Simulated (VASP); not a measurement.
# BN (P6_3mc) in VASP: settings compared

BN is run at these levels: r2SCAN, PBE; tasks: single point.

Program: VASP 6.6.1. These are calculated values, not measurements. Logs are shortened: lines on timing, memory, paths and dates and some standing lists are left out, and cuts for length are marked.

## Step 1: The cell of the first run

Symmetry: P6_3mc, No. 186, hexagonal system. The conventional cell has a = 2.537 Å, b = 2.537 Å, c = 4.198 Å, α = 90.00°, β = 90.00°, γ = 120.00°. Within 2.1 Å of N (site symmetry 3m) lie 4 B at 1.56 to 1.57 Å. B (site symmetry 3m) has 4 N at 1.56 to 1.57 Å within 2.1 Å.

## Step 2: Single point, r2SCAN

The input, POSCAR:

```
BN
1.0
    2.5367985510      0.0000000000      0.0000000000
   -1.2683992755      2.1969319894      0.0000000000
    0.0000000000      0.0000000000      4.1984859909
N B
2 2
Direct
    0.3333333333      0.6666666667      0.1252760000
    0.6666666667      0.3333333333      0.6252760000
    0.3333333333      0.6666666667      0.4997240000
    0.6666666667      0.3333333333      0.9997240000
```

The input, INCAR.step1:

```
ALGO = Normal ; EDIFF = 1E-5
ENCUT = 910 ; GGA = PE
GGA_COMPAT = False ; ISMEAR = -1
LASPH = True ; LCHARG = False
LREAL = False ; LWAVE = True
NBANDS = 16 ; NELM = 120
PREC = Accurate ; SIGMA = 0.05
```

The input, INCAR.step2:

```
ALGO = Normal ; EDIFF = 1E-6
ENCUT = 910 ; GGA_COMPAT = False
ISIF = 2 ; ISMEAR = -1
ISTART = 1 ; LASPH = True
LCHARG = True ; LELF = True
LMIXTAU = True ; LREAL = False
LVHAR = True ; LWAVE = False
METAGGA = R2SCAN ; NBANDS = 16
NELM = 120 ; PREC = Accurate
SIGMA = 0.05
```

The input, KPOINTS:

```
k-points
0
Gamma
  12 12 6
```

Potentials or basis: VASP PAW PBE potentials, release 64 (N_h, B_h).

Run with:

```sh
$ cat potpaw_PBE.64/N_h/POTCAR potpaw_PBE.64/B_h/POTCAR > POTCAR
$ cp INCAR.step1 INCAR
$ mpirun -np 1 vasp_std > vasp.out
$ cp INCAR.step2 INCAR
$ mpirun -np 1 vasp_std > vasp.out
```

OUTCAR:

```text
EDIFF = 1E-6
   ENCUT = 910
   ISIF = 2
   ISMEAR = -1
   ISTART = 1
   LASPH = True
   LREAL = False
   METAGGA = R2SCAN
   NELM = 120
   PREC = Accurate

 ion  position               nearest neighbor table
   1  0.333  0.667  0.125-
   2  0.667  0.333  0.625-
   3  0.333  0.667  0.500-
   4  0.667  0.333  1.000-

  LATTYP: Found a hexagonal cell.
 ALAT       =     2.5367985510
 C/A-ratio  =     1.6550332659

  Lattice vectors:

 A1 = (   2.5367985510,   0.0000000000,   0.0000000000)
 A2 = (  -1.2683992755,   2.1969319894,   0.0000000000)
 A3 = (   0.0000000000,   0.0000000000,   4.1984859909)

Analysis of symmetry for initial positions (statically):
=====================================================================
 Subroutine PRICEL returns:
 Original cell was already a primitive cell.

 Routine SETGRP: Setting up the symmetry group for a
 hexagonal supercell.

 Subroutine GETGRP returns: Found 12 space group operations
 (whereof  6 operations were pure point group operations)
 out of a pool of 24 trial point group operations.

The static configuration has the point symmetry C_3v.
 The point group associated with its full space group is C_6v.

Analysis of symmetry for dynamics (positions and initial velocities):
=====================================================================
 Subroutine PRICEL returns:
 Original cell was already a primitive cell.

 Routine SETGRP: Setting up the symmetry group for a
 hexagonal supercell.

 Subroutine GETGRP returns: Found 12 space group operations
 (whereof  6 operations were pure point group operations)
 out of a pool of 24 trial point group operations.

The dynamic configuration has the point symmetry C_3v.
 The point group associated with its full space group is C_6v.

 Subroutine INISYM returns: Found 12 space group operations
 (whereof  6 operations are pure point group operations),
 and found     1 'primitive' translations

----------------------------------------------------------------------------------------

                                     Primitive cell

  volume of cell :      23.3989

  direct lattice vectors                    reciprocal lattice vectors
     2.536798551  0.000000000  0.000000000     0.394197639  0.227590113  0.000000000
    -1.268399275  2.196931989  0.000000000     0.000000000  0.455180226  0.000000000
     0.000000000  0.000000000  4.198485991     0.000000000  0.000000000  0.238181097

  length of vectors
     2.536798551  2.536798551  4.198485991     0.455180226  0.455180226  0.238181097

  position of ions in fractional coordinates (direct lattice)
     0.333333333  0.666666667  0.125276000
     0.666666667  0.333333333  0.625276000
     0.333333333  0.666666667  0.499724000
     0.666666667  0.333333333  0.999724000

  ion indices of the primitive-cell ions
   primitive index   ion index
                 1           1
                 2           2
                 3           3
                 4           4

----------------------------------------------------------------------------------------

 KPOINTS: k-points

Automatic generation of k-mesh.
 Grid dimensions read from file:
 generate k-points for:   12   12    6

 Generating k-lattice:

  Cartesian coordinates                     Fractional coordinates (reciprocal lattice)
     0.032849803  0.018965843  0.000000000     0.083333333  0.000000000  0.000000000
     0.000000000  0.037931686  0.000000000     0.000000000  0.083333333  0.000000000
     0.000000000  0.000000000  0.039696850     0.000000000  0.000000000  0.166666667

  Length of vectors
     0.037931686  0.037931686  0.039696850

  Shift w.r.t. Gamma in fractional coordinates (k-lattice)
     0.000000000  0.000000000  0.000000000

 Subroutine IBZKPT returns following result:
 ===========================================

 Found     76 irreducible k-points:

 Following reciprocal coordinates:
            Coordinates               Weight
  0.000000  0.000000  0.000000      1.000000
  0.083333  0.000000  0.000000      6.000000
  0.166667  0.000000  0.000000      6.000000
  0.250000  0.000000  0.000000      6.000000
  0.333333  0.000000  0.000000      6.000000
  0.416667  0.000000  0.000000      6.000000
[... 16 lines left out ...]
  0.250000  0.000000  0.166667     12.000000
  0.333333  0.000000  0.166667     12.000000
 [... further k-points ...]
   k-points           NKPTS =     76   k-points in BZ     NKDIM =     76   number of bands    NBANDS=     16
   number of dos      NEDOS =    301   number of ions     NIONS =      4
   total plane-waves  NPLWV =  32928
   dimension x,y,z NGX =    28 NGY =   28 NGZ =   42
   dimension x,y,z NGXF=    56 NGYF=   56 NGZF=   84
   ions per type =               2   2
   NGX,Y,Z   is equivalent  to a cutoff of  18.35, 18.35, 16.63 a.u.
   NGXF,Y,Z  is equivalent  to a cutoff of  36.70, 36.70, 33.26 a.u.
 SYSTEM =  unknown system
   PREC   = accura    normal or accurate (medium, high low for compatibility)
   ISTART =      1    job   : 0-new  1-cont  2-samecut
   ICHARG =      0    charge: 1-file 2-atom 10-const
   ISPIN  =      1    spin polarized calculation?
   LNONCOLLINEAR =      F non collinear calculations
   LSORBIT =      F    spin-orbit coupling
   LASPH  =      T    aspherical Exc in radial PAW
   ENCUT  =  910.0 eV  66.88 Ry    8.18 a.u.   6.24  6.24 10.33*2*pi/ulx,y,z
   NELM   =    120;   NELMIN=  2; NELMDL=  0     # of ELM steps
   EDIFF  = 0.1E-05   stopping-criterion for ELM
   LREAL  =      F    real-space projection
[... 7 lines left out ...]
   TEBEG  =    0.0;   TEEND  =   0.0 temperature during run
   PSTRESS=    0.0 pullay stress
   NELECT =      16.0000    total number of electrons
   NUPDOWN=      -1.0000    fix difference up-down
   EMIN   =  10.00;   EMAX   =-10.00  energy-range for DOS
   EFERMI =   0.00;   METHOD = LEGACY
   ISMEAR =    -1;   SIGMA  =   0.05  broadening in eV -4-tet -1-fermi 0-gaus
   EFERMI_NEDOS =   21; number of points for ismear=-14 and -15
   IALGO  =     38    algorithm
   IMIX   =      4    mixing-type and parameters
     AMIX     =   0.40;   BMIX     =  1.00
     AMIX_MAG =   1.60;   BMIX_MAG =  1.00
  volume/ion in A,a.u.               =       5.85        39.48
  Fermi-wavevector in a.u.,A,eV,Ry     =   1.442280  2.725515 28.302471  2.080173
  Thomas-Fermi vector in A             =   2.560818
   LORBIT       =      0    0 simple, 1 ext, 2 COOP (PROOUT), +10 PAW based schemes
   METAGGA = R2SCAN    functional components
   LHFCALC =     F    Hartree Fock is set to
   AEXX    =    0.0000 exact exchange contribution
   IVDW    =     0    specifies the selected vdW correction
   LEPSILON=     F    determine dielectric tensor
   LRPA    =     F    only Hartree local field effects (RPA)
 non-spin polarized calculation
  energy-cutoff  :      910.00
  volume of cell :       23.40
 maximum number of plane-waves:      1478
 NGX is ok and might be reduce to    28
   NGX = 13   NGY = 13   NGZ = 21

 number of electron      16.0000000 magnetization

 Free energy of the ion-electron system (eV)
  ---------------------------------------------------
  ext. energy  EPLUGINS =         0.00000000
  ---------------------------------------------------
  free energy    TOTEN  =       -38.32004677 eV

  energy without entropy =      -38.32004677  energy(sigma->0) =      -38.32004677

 E-fermi :  10.2015     XC(G=0): -13.7983

 val. band max:        9.2271484721   @ k =   0.0000   0.0000   0.0000
 cond. band min:      14.9398806928   @ k =   0.3333   0.3333   0.0000
 fundamental gap:      5.7127322206
 Fermi energy:        10.2015154449

 k-point     1 :       0.0000    0.0000    0.0000
  band No.  band energies     occupation
      1     -12.3557      2.00000
      2      -8.0852      2.00000
      3      -2.1778      2.00000
      4       7.0067      2.00000
      5       7.0067      2.00000
      6       8.9411      2.00000
[... 8 lines left out ...]
     15      22.0787      0.00000
     16      26.7759      0.00000

 k-point     2 :       0.0833    0.0000    0.0000
  band No.  band energies     occupation
      1     -12.1979      2.00000
      2      -7.9644      2.00000
      3      -2.0212      2.00000
      4       6.2788      2.00000
      5       6.7106      2.00000
      6       8.6201      2.00000
[... 8 lines left out ...]
     15      22.5558      0.00000
     16      26.4961      0.00000

 k-point     3 :       0.1667    0.0000    0.0000
  band No.  band energies     occupation
      1     -11.7300      2.00000
      2      -7.6193      2.00000
      3      -1.5575      2.00000
      4       4.5299      2.00000
      5       6.0149      2.00000
      6       7.1265      2.00000
[... 8 lines left out ...]
     15      23.8011      0.00000
     16      25.6752      0.00000

 k-point     4 :       0.2500    0.0000    0.0000
  band No.  band energies     occupation
      1     -10.9709      2.00000
      2      -7.1163      2.00000
      3      -0.8091      2.00000
      4       2.4628      2.00000
      5       5.2351      2.00000
      6       5.2582      2.00000
[... 8 lines left out ...]
     15      25.4211      0.00000
     16      25.8566      0.00000
[... 324 lines left out ...]
 k-point    22 :       0.1667    0.0000    0.1667
  band No.  band energies     occupation
      1     -11.5600      2.00000
      2      -8.1481      2.00000
      3      -0.7509      2.00000
      4       4.6827      2.00000
      5       6.1530      2.00000
      6       6.6635      2.00000
[... 8 lines left out ...]
     15      23.4597      0.00000
     16      25.7126      0.00000

 k-point    23 :       0.2500    0.0000    0.1667
  band No.  band energies     occupation
      1     -10.8065      2.00000
      2      -7.5857      2.00000
      3      -0.1565      2.00000
      4       2.6954      2.00000
      5       4.8051      2.00000
      6       5.3809      2.00000
[... 8 lines left out ...]
     15      25.0547      0.00000
     16      25.9563      0.00000

 k-point    24 :       0.3333    0.0000    0.1667
  band No.  band energies     occupation
      1      -9.8134      2.00000
      2      -6.9857      2.00000
      3      -0.0083      2.00000
      4       1.5128      2.00000
      5       2.9325      2.00000
      6       4.7289      2.00000
[... 8 lines left out ...]
     15      26.5763      0.00000
     16      26.8553      0.00000

 [... further k-points ...]

------------------------ aborting loop because EDIFF is reached ----------------------------------------

  FORCE on cell =-STRESS in cart. coord.  units (eV):
  Direction    XX          YY          ZZ          XY          YZ          ZX
  --------------------------------------------------------------------------------------
  -------------------------------------------------------------------------------------
  Total        0.3938118      0.3938118      0.3153340      0.0000000      0.0000000     -0.0000000
  in kB       26.9652215     26.9652215     21.5916639      0.0000000      0.0000000     -0.0000000
  external PRESSURE =      25.1740357 kB  Pullay stress =       0.0000000 kB

 VOLUME and BASIS-vectors are now :
 -----------------------------------------------------------------------------
  energy-cutoff  :      910.00
  volume of cell :       23.40
      direct lattice vectors                 reciprocal lattice vectors
     2.536798551  0.000000000  0.000000000     0.394197639  0.227590113  0.000000000
    -1.268399275  2.196931989  0.000000000     0.000000000  0.455180226  0.000000000
     0.000000000  0.000000000  4.198485991     0.000000000  0.000000000  0.238181097

 POSITION                                       TOTAL-FORCE (eV/Angst)
 -----------------------------------------------------------------------------------
     -0.00000      1.46462      0.52597         0.000000     -0.000000     -0.011169
      1.26840      0.73231      2.62521        -0.000000      0.000000     -0.011169
     -0.00000      1.46462      2.09808         0.000000     -0.000000      0.011169
      1.26840      0.73231      4.19733        -0.000000      0.000000      0.011169
 -----------------------------------------------------------------------------------
    total drift:                               -0.000000     -0.000000      0.014486

  FREE ENERGIE OF THE ION-ELECTRON SYSTEM (eV)
  ---------------------------------------------------
  free  energy   TOTEN  =       -38.3200467675 eV

  energy  without entropy=      -38.3200467675  energy(sigma->0) =      -38.32004677
```

It took 2.8 min on 1 thread of AMD EPYC 7R13 (Zen 3), shared host; peak memory 0.18 GiB.

What came out:

- Free energy: -38.3200 eV
- Pressure: 2.5 GPa
- Largest force: 0.011 eV/Å
- Band gap on the k mesh: 5.71 eV (least direct gap 9.04 eV)

Forces on the atoms (eV/Å):
```
N    0.000  0.000 -0.011
N    0.000  0.000 -0.011
B    0.000  0.000  0.011
B    0.000  0.000  0.011
```

Caveat: the cutoff is under 1.25 times the usual one of these potentials, so pressure, stress and relaxed cells hold a basis-set (Pulay) error; the PAW data sets were made with another functional, which shifts forces and pressure a little.

## Step 3: Single point, PBE

This run uses another cell than the first one, of 5.97 Å³/atom.

The input, INCAR:

```
ALGO     = Normal         # electronic algorithm
EDIFF    = 1E-6           # SCF threshold, eV
ENCUT    = 600            # plane-wave cutoff, eV
GGA      = PE             # functional
GGA_COMPAT= False        
ISIF     = 2              # what is computed and relaxed
ISMEAR   = 0              # smearing method
LASPH    = True           # aspherical terms in the spheres
LCHARG   = False          # write CHGCAR
LREAL    = False          # projectors in reciprocal space
LWAVE    = False          # write WAVECAR
NBANDS   = 16             # bands
NELM     = 120            # most SCF steps
PREC     = Accurate       # precision mode
SIGMA    = 0.01           # smearing width, eV
```

The input, KPOINTS:

```
k-points
0
Gamma
  9 9 4
```

The input, POSCAR:

```
BN
1.0
    2.5539396017      0.0000000000      0.0000000000
   -1.2769698009      2.2117765748      0.0000000000
    0.0000000000      0.0000000000      4.2268550000
N B
2 2
Direct
    0.3333333333      0.6666666667      0.1252760000
    0.6666666667      0.3333333333      0.6252760000
    0.3333333333      0.6666666667      0.4997240000
    0.6666666667      0.3333333333      0.9997240000
```

Potentials or basis: VASP PAW PBE potentials, release 64 (N, B).

Run with:

```sh
$ cat potpaw_PBE.64/N/POTCAR potpaw_PBE.64/B/POTCAR > POTCAR
$ mpirun -np 1 vasp_std > vasp.out
```

It took 6.9 s on 1 thread of Intel Xeon 6975P-C (Granite Rapids), shared host; peak memory 0.13 GiB.

It converged, with:

```yaml
Free_energy: -34.8398 eV
Pressure: -0.1 GPa
Largest_force: 0.015 eV/Å
Band_gap_on_the_k_mesh: 5.20 eV (least direct gap 8.22 eV)
```

Forces on the atoms (eV/Å):
```
N    0.000  0.000 -0.015
N    0.000  0.000 -0.015
B    0.000  0.000  0.015
B    0.000  0.000  0.015
```

Stress tensor (GPa, compression positive):
```
 0.18  0.00  0.00
 0.00  0.18  0.00
 0.00  0.00 -0.59
```

Levels at points of the mesh, in eV from the valence-band top:
| k point | band 6 | band 7 | band 8 | band 9 | band 10 | band 11 |
| --- | --- | --- | --- | --- | --- | --- |
| (0.00, 0.00, 0.00) | -0.28 | 0.00 | 0.00 | 8.33 | 8.33 | 8.53 |
| (0.00, 0.00, 0.50) | -1.16 | -1.16 | -1.16 | 9.41 | 9.41 | 9.88 |

Caveat: an odd mesh through Γ misses points on the zone boundary, where band edges can lie.

(Part 1 of 2 ends here.)
